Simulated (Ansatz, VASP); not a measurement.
# Hg2ICl in VASP and in Ansatz

```
Hg I Cl
1.0
     5.12218    0.00000    0.00000
     0.00000    5.12218    0.00000
     0.00000    0.00000    5.61563
Hg I Cl
2 1 1
Direct
  0.00000 0.00000 0.00000
  0.50000 0.50000 0.50000
  0.50000 0.50000 0.00000
  0.00000 0.00000 0.50000
```

Change from the starting cell: species swapped into the Pb2SeS type (P4/mmm, No. 123).

Alike in both runs: functional PBE; k mesh 10 × 10 × 8; occupations gaussian, width 0.1 eV; no spin polarisation.

Ansatz relaxed the structure, and its values are those at the end. VASP's run is a single point on that final structure, the one shown.

|  | VASP | Ansatz |
| --- | --- | --- |
| version | VASP 6.6.1 | Ansatz 0.2.0 |
| potentials or method | VASP PAW PBE potentials, release 64 (Hg, I, Cl), cutoff 520 eV | scalar-relativistic, plane waves, PAW |
| valence electrons in the cell | 38 | 64 |

```tsv
	VASP	Ansatz	Ansatz less VASP
gap on the k mesh at the Fermi level (eV)	none	none	-
pressure (GPa)	0.0	0.0	-0.03
```

A gap of «none» marks a metal or a gap that the smearing closes. VASP's potentials hold 38 valence electrons a cell and Ansatz's 64, so a difference there can come from the potentials and not from the codes.

Neither program's run includes spin-orbit coupling.
